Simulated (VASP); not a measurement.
# Ga (I4/mmm) in VASP: further runs

Ga is run at these levels: HF, revpbe exchange, lda correlation; tasks: single point.

Program: VASP 6.6.1. These are calculated values, not measurements. Logs are shortened: lines on timing, memory, paths and dates and some standing lists are left out, and cuts for length are marked.

### Step 1. The cell of the first run

Symmetry: I4/mmm, No. 139, tetragonal system. The conventional cell has a = 2.769 Å, b = 2.769 Å, c = 4.622 Å, α = 90.00°, β = 90.00°, γ = 90.00°. Ga (site symmetry 4/mmm) has 12 Ga at 2.77 to 3.03 Å within 3.6 Å.

### Step 2. Single point, HF

POSCAR

```
Ga
1.0
   -1.3843987196      1.3843987196      2.3112238365
    1.3843987196     -1.3843987196      2.3112238365
    1.3843987196      1.3843987196     -2.3112238365
Ga
1
Direct
    0.0000000000      0.0000000000      0.0000000000
```

INCAR.step1

```
SYSTEM = Ga
PREC     = Accurate       ! precision mode
ENCUT    = 400            ! plane-wave cutoff, eV
EDIFF    = 1E-5           ! SCF threshold, eV
ISMEAR   = -1             ! smearing method
SIGMA    = 0.05           ! smearing width, eV
LREAL    = .FALSE.        ! projectors in reciprocal space
LASPH    = .TRUE.         ! aspherical terms in the spheres
NELM     = 120            ! most SCF steps
ALGO     = Normal         ! electronic algorithm
ISIF     = 2              ! what is computed and relaxed
LWAVE    = .TRUE.         ! write WAVECAR
GGA      = PE             ! functional
NBANDS   = 12             ! bands
GGA_COMPAT= .FALSE.
```

INCAR.step2

```
SYSTEM = Ga
PREC     = Accurate       ! precision mode
ENCUT    = 400            ! plane-wave cutoff, eV
EDIFF    = 1E-6           ! SCF threshold, eV
ISMEAR   = -1             ! smearing method
SIGMA    = 0.05           ! smearing width, eV
LREAL    = .FALSE.        ! projectors in reciprocal space
LASPH    = .TRUE.         ! aspherical terms in the spheres
NELM     = 120            ! most SCF steps
ALGO     = Normal         ! electronic algorithm
ISIF     = 2              ! what is computed and relaxed
LWAVE    = .FALSE.        ! write WAVECAR
LCHARG   = .TRUE.         ! write CHGCAR
GGA      = PE             ! functional
LHFCALC  = .TRUE.         ! exact exchange
AEXX     = 1.0            ! exact-exchange fraction
ALDAC    = 0.0          
AGGAC    = 0.0          
PRECFOCK = Normal       
LELF     = .TRUE.         ! ELF
LVHAR    = .TRUE.       
ISTART   = 1            
NBANDS   = 12             ! bands
GGA_COMPAT= .FALSE.
```

KPOINTS

```
Automatic mesh
0
G
  7 7 7
  0 0 0
```

Potentials or basis: VASP PAW PBE potentials, release 64 (Ga_d).

Command:

```sh
cat potpaw_PBE.64/Ga_d/POTCAR > POTCAR
cp INCAR.step1 INCAR
mpirun -np 1 vasp_std > vasp.out
cp INCAR.step2 INCAR
mpirun -np 1 vasp_std > vasp.out
```

OUTCAR:

```text
SYSTEM = Ga
   PREC = Accurate
   ENCUT = 400
   EDIFF = 1E-6
   ISMEAR = -1
   LREAL = .FALSE.
   LASPH = .TRUE.
   NELM = 120
   ISIF = 2
   GGA = PE
   LHFCALC = .TRUE.
   AEXX = 1.0
   PRECFOCK = Normal
   ISTART = 1

 ion  position               nearest neighbor table
   1  0.000  0.000  0.000-

  LATTYP: Found a body centered tetragonal cell.
 ALAT       =     2.7687974392
 C/A-ratio  =     1.6694784557

  Lattice vectors:

 A1 = (  -1.3843987196,   1.3843987196,   2.3112238365)
 A2 = (   1.3843987196,  -1.3843987196,   2.3112238365)
 A3 = (   1.3843987196,   1.3843987196,  -2.3112238365)

Analysis of symmetry for initial positions (statically):
=====================================================================
 Subroutine PRICEL returns:
 Original cell was already a primitive cell.

 Routine SETGRP: Setting up the symmetry group for a
 body centered tetragonal supercell.

 Subroutine GETGRP returns: Found 16 space group operations
 (whereof 16 operations were pure point group operations)
 out of a pool of 16 trial point group operations.

The static configuration has the point symmetry D_4h.

Analysis of symmetry for dynamics (positions and initial velocities):
=====================================================================
 Subroutine PRICEL returns:
 Original cell was already a primitive cell.

 Routine SETGRP: Setting up the symmetry group for a
 body centered tetragonal supercell.

 Subroutine GETGRP returns: Found 16 space group operations
 (whereof 16 operations were pure point group operations)
 out of a pool of 16 trial point group operations.

The dynamic configuration has the point symmetry D_4h.

 Subroutine INISYM returns: Found 16 space group operations
 (whereof 16 operations are pure point group operations),
 and found     1 'primitive' translations

----------------------------------------------------------------------------------------

                                     Primitive cell

  volume of cell :      17.7184

  direct lattice vectors                    reciprocal lattice vectors
    -1.384398720  1.384398720  2.311223836     0.000000000  0.361167627  0.216335602
     1.384398720 -1.384398720  2.311223836     0.361167627  0.000000000  0.216335602
     1.384398720  1.384398720 -2.311223836     0.361167627  0.361167627  0.000000000

  length of vectors
     3.029005654  3.029005654  3.029005654     0.421002550  0.421002550  0.510768156

  position of ions in fractional coordinates (direct lattice)
     0.000000000  0.000000000  0.000000000

  ion indices of the primitive-cell ions
   primitive index   ion index
                 1           1

----------------------------------------------------------------------------------------

 KPOINTS: Automatic mesh

Automatic generation of k-mesh.
 Grid dimensions read from file:
 generate k-points for:    7    7    7

 Generating k-lattice:

  Cartesian coordinates                     Fractional coordinates (reciprocal lattice)
     0.000000000  0.051595375  0.030905086     0.142857143  0.000000000  0.000000000
     0.051595375  0.000000000  0.030905086     0.000000000  0.142857143  0.000000000
     0.051595375  0.051595375  0.000000000     0.000000000  0.000000000  0.142857143

  Length of vectors
     0.060143221  0.060143221  0.072966879

  Shift w.r.t. Gamma in fractional coordinates (k-lattice)
     0.000000000  0.000000000  0.000000000

 Subroutine IBZKPT returns following result:
 ===========================================

 Found     40 irreducible k-points:

 Following reciprocal coordinates:
            Coordinates               Weight
  0.000000  0.000000  0.000000      1.000000
  0.142857 -0.000000  0.000000      8.000000
  0.285714  0.000000  0.000000      8.000000
  0.428571  0.000000 -0.000000      8.000000
  0.142857  0.142857  0.000000      8.000000
  0.285714  0.142857 -0.000000     16.000000
[... 16 lines left out ...]
 -0.142857  0.285714  0.142857      8.000000
 -0.428571  0.428571  0.142857      8.000000
 [... further k-points ...]
   k-points           NKPTS =     40   k-points in BZ     NKDIM =    343   number of bands    NBANDS=     12
   number of dos      NEDOS =    301   number of ions     NIONS =      1
   total plane-waves  NPLWV =   8000
   dimension x,y,z NGX =    20 NGY =   20 NGZ =   20
   dimension x,y,z NGXF=    40 NGYF=   40 NGZF=   40
   ions per type =               1
   NGX,Y,Z   is equivalent  to a cutoff of  10.98, 10.98, 10.98 a.u.
   NGXF,Y,Z  is equivalent  to a cutoff of  21.95, 21.95, 21.95 a.u.
 SYSTEM =  Ga
   PREC   = accura    normal or accurate (medium, high low for compatibility)
   ISTART =      1    job   : 0-new  1-cont  2-samecut
   ICHARG =      0    charge: 1-file 2-atom 10-const
   ISPIN  =      1    spin polarized calculation?
   LNONCOLLINEAR =      F non collinear calculations
   LSORBIT =      F    spin-orbit coupling
   LASPH  =      T    aspherical Exc in radial PAW
   ENCUT  =  400.0 eV  29.40 Ry    5.42 a.u.   4.94  4.94  4.94*2*pi/ulx,y,z
   NELM   =    120;   NELMIN=  2; NELMDL=  0     # of ELM steps
   EDIFF  = 0.1E-05   stopping-criterion for ELM
   LREAL  =      F    real-space projection
   EDIFFG = 0.1E-04   stopping-criterion for IOM
   NSW    =      0    number of steps for IOM
   IBRION =     -1    ionic relax: 0-MD 1-quasi-New 2-CG
   NFREE  =      0    steps in history (QN), initial steepest desc. (CG)
   ISIF   =      2    stress and relaxation
   ISYM   =      3    0-nonsym 1-usesym 2-fastsym
   POTIM  = 0.5000    time-step for ionic-motion
   TEBEG  =    0.0;   TEEND  =   0.0 temperature during run
   PSTRESS=    0.0 pullay stress
   NELECT =      13.0000    total number of electrons
   NUPDOWN=      -1.0000    fix difference up-down
   EMIN   =  10.00;   EMAX   =-10.00  energy-range for DOS
   EFERMI =   0.00;   METHOD = LEGACY
   ISMEAR =    -1;   SIGMA  =   0.05  broadening in eV -4-tet -1-fermi 0-gaus
   EFERMI_NEDOS =   21; number of points for ismear=-14 and -15
   IALGO  =     38    algorithm
   IMIX   =      1    mixing-type and parameters
     AMIX     =   0.40;   BMIX     =  1.00
     AMIX_MAG =   1.60;   BMIX_MAG =  1.00
  volume/ion in A,a.u.               =      17.72       119.57
  Fermi-wavevector in a.u.,A,eV,Ry     =   1.476549  2.790273 29.663375  2.180197
  Thomas-Fermi vector in A             =   2.591062
   LORBIT       =      0    0 simple, 1 ext, 2 COOP (PROOUT), +10 PAW based schemes
   GGA     = PE    functional components
   LHFCALC =     T    Hartree Fock is set to
   PRECFOCK=normal    Normal, Fast or Accurate (Low or Medium for compatibility)
   ENCUT4O =  -1.0   cutoff for four orbital integrals eV
   NKREDX  =     1    reduce k-point grid by
   NKREDY  =     1    reduce k-point grid by
   NKREDZ  =     1    reduce k-point grid by
   AEXX    =    1.0000 exact exchange contribution
   HFSCREEN=    0.0000 screening length (either q_TF or 0.3 A-1)
   HFSCREENC=   0.0000 screening length for correlation (either q_TF or 0.3 A-1)
   ENCUTFOCK=  -1.0 apply spherical cutoff to Coloumb kernel
   IVDW    =     0    specifies the selected vdW correction
   LEPSILON=     F    determine dielectric tensor
   LRPA    =     F    only Hartree local field effects (RPA)
 non-spin polarized calculation
  energy-cutoff  :      400.00
  volume of cell :       17.72
 maximum number of plane-waves:       336
  NGX = 16; NGY = 16; NGZ = 16

 number of electron      13.0000008 magnetization

 Free energy of the ion-electron system (eV)
  ---------------------------------------------------
  ext. energy  EPLUGINS =         0.00000000
  ---------------------------------------------------
  free energy    TOTEN  =        -4.27908491 eV

  energy without entropy =       -4.27795072  energy(sigma->0) =       -4.27851781

 E-fermi :   8.2231     XC(G=0):   0.0000

 val. band max:        6.3610180141   @ k =  -0.2857  -0.4286   0.1429
 cond. band min:       8.2966188701   @ k =  -0.2857   0.4286   0.2857
 fundamental gap:      1.9356008560
 Fermi energy:         8.2231307206

 k-point     1 :       0.0000    0.0000    0.0000
  band No.  band energies     occupation
      1     -20.9549      2.00000
      2     -20.8141      2.00000
      3     -20.7773      2.00000
      4     -20.7773      2.00000
      5     -20.5964      2.00000
      6     -11.6207      2.00000
      7      26.6580      0.00000
      8      26.7365      0.00000
      9      26.7365      0.00000
     10      29.3321      0.00000
     11      29.4690      0.00000
     12      30.2829      0.00000

 k-point     2 :       0.1429   -0.0000    0.0000
  band No.  band energies     occupation
      1     -20.9248      2.00000
      2     -20.8121      2.00000
      3     -20.7740      2.00000
      4     -20.7584      2.00000
      5     -20.6126      2.00000
      6     -10.8066      2.00000
      7      20.7385      0.00000
      8      24.5059      0.00000
      9      26.1331      0.00000
     10      27.5197      0.00000
     11      28.7081      0.00000
     12      31.9758      0.00000

 k-point     3 :       0.2857    0.0000    0.0000
  band No.  band energies     occupation
      1     -20.9015      2.00000
      2     -20.8588      2.00000
      3     -20.7327      2.00000
      4     -20.6807      2.00000
      5     -20.6343      2.00000
      6      -8.3093      2.00000
      7      12.7986      0.00000
      8      22.0580      0.00000
      9      25.5109      0.00000
     10      25.7464      0.00000
     11      28.4703      0.00000
     12      32.9108      0.00000
[... 286 lines left out ...]
 k-point    23 :      -0.1429    0.2857    0.1429
  band No.  band energies     occupation
      1     -20.8952      2.00000
      2     -20.8733      2.00000
      3     -20.7174      2.00000
      4     -20.6636      2.00000
      5     -20.6160      2.00000
      6      -5.8663      2.00000
      7       9.5038      0.00000
      8      15.7599      0.00000
      9      26.8960      0.00000
     10      28.9953      0.00000
     11      31.1499      0.00000
     12      31.3694      0.00000

 k-point    24 :      -0.4286    0.4286    0.1429
  band No.  band energies     occupation
      1     -20.9201      2.00000
      2     -20.8625      2.00000
      3     -20.6758      2.00000
      4     -20.6457      2.00000
      5     -20.5823      2.00000
      6       1.0939      2.00000
      7       9.6815      0.00000
      8      11.4198      0.00000
      9      13.3349      0.00000
     10      25.8305      0.00000
     11      26.0577      0.00000
     12      38.9208      0.00000

 [... further k-points ...]
[... 5 lines left out ...]
  --------------------------------------------------------------------------------------
  -------------------------------------------------------------------------------------
  Total        1.4724464      1.4724464      0.2234397      0.0000000     -0.0000000      0.0000000
  in kB      133.1452587    133.1452587     20.2044247      0.0000000     -0.0000000      0.0000000
  external PRESSURE =      95.4983140 kB  Pullay stress =       0.0000000 kB

 VOLUME and BASIS-vectors are now :
 -----------------------------------------------------------------------------
  energy-cutoff  :      400.00
  volume of cell :       17.72
      direct lattice vectors                 reciprocal lattice vectors
    -1.384398720  1.384398720  2.311223836     0.000000000  0.361167627  0.216335602
     1.384398720 -1.384398720  2.311223836     0.361167627  0.000000000  0.216335602
     1.384398720  1.384398720 -2.311223836     0.361167627  0.361167627  0.000000000

 POSITION                                       TOTAL-FORCE (eV/Angst)
 -----------------------------------------------------------------------------------
      0.00000      0.00000      0.00000        -0.000000      0.000000      0.000000
 -----------------------------------------------------------------------------------
    total drift:                                0.000000      0.000000     -0.000000

  FREE ENERGIE OF THE ION-ELECTRON SYSTEM (eV)
  ---------------------------------------------------
  free  energy   TOTEN  =        -4.2790849074 eV

  energy  without entropy=       -4.2779507191  energy(sigma->0) =       -4.27851781
```

It took 21 min on 1 thread of Intel Xeon Platinum 8488C (Sapphire Rapids), shared host; peak memory 0.13 GiB.

What came out:

```
Free energy            : -4.2791 eV
Pressure               : 9.5 GPa
Band gap on the k mesh : zero (an odd number of electrons rules out a gap without spin polarisation)
```

Caveat: the k points lie up to 0.38 Å⁻¹ apart, too coarse for converged energies and pressures of a metal; the PAW data sets were made with another functional, which shifts forces and pressure a little.

(Part 1 of 2 ends here.)

The gap in the log of VASP goes by the Fermi energy; the results here count the filled bands.